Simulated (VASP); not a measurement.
Write the native input for VASP 6.6.1 that does the following.

```yaml
Task: single point
Functional: PBE0
Potentials_or_basis: VASP PAW PBE potentials, release 64 (Cd, S)
Cutoff: 520 eV
k_mesh: 4 × 4 × 4
Occupations: fermi-dirac, width 0.05 eV
Spin: no spin polarisation
Dipole_correction: no
Grid_for_exact_exchange_PRECFOCK: Normal
Further_INCAR_settings: ALGO = Normal; EDIFF = 1e-06; NBANDS = 16
Share_of_exact_exchange: 0.25
```

CdS:

```
Cd S
1.0
     0.00000    2.69704    2.69704
     2.69704    0.00000    2.69704
     2.69704    2.69704    0.00000
Cd S
1 1
Direct
  0.00000 0.00000 0.00000
  0.50000 0.50000 0.50000
```

One way to write it, as run:

POSCAR

```
CdS
1.0
    0.0000000000      2.6970395763      2.6970395763
    2.6970395763      0.0000000000      2.6970395763
    2.6970395763      2.6970395763      0.0000000000
Cd S
1 1
Direct
    0.0000000000      0.0000000000      0.0000000000
    0.5000000000      0.5000000000      0.5000000000
```

INCAR.step1

```
SYSTEM = CdS
PREC = Accurate
ENCUT = 520
EDIFF = 1E-5
ISMEAR = -1
SIGMA = 0.05
LREAL = .FALSE.
LASPH = .TRUE.
NELM = 80
ALGO = Normal
ISIF = 2
LWAVE = .TRUE.
NBANDS = 16
GGA = PE
```

INCAR.step2

```
SYSTEM = CdS
PREC = Accurate
ENCUT = 520
EDIFF = 1E-6
ISMEAR = -1
SIGMA = 0.05
LREAL = .FALSE.
LASPH = .TRUE.
NELM = 80
ALGO = Normal
ISIF = 2
LWAVE = .FALSE.
LCHARG = .TRUE.
GGA = PE
LHFCALC = .TRUE.
AEXX = 0.25
PRECFOCK = Normal
LELF = .TRUE.
LVHAR = .TRUE.
NBANDS = 16
ISTART = 1
```

KPOINTS

```
Automatic mesh
0
G
  4 4 4
  0 0 0
```

Potentials or basis: VASP PAW PBE potentials, release 64 (Cd, S).

Command:

```console
$ cat potpaw_PBE.64/Cd/POTCAR potpaw_PBE.64/S/POTCAR > POTCAR
$ cp INCAR.step1 INCAR
$ mpirun -np 1 vasp_std > vasp.out
$ cp INCAR.step2 INCAR
$ mpirun -np 1 vasp_std > vasp.out
```

Results of the run:

| Quantity | Value |
| --- | --- |
| Pressure | 3.5 GPa |
| Band gap on the k mesh | 1.96 eV (least direct gap 3.75 eV) |

Caveat: the k points lie up to 0.50 Å⁻¹ apart; the PAW data sets were made with another functional, which shifts forces and pressure a little.

Run time: 11 min on 1 thread of Intel Xeon 8259CL, on a shared host, peak memory 0.18 GiB.
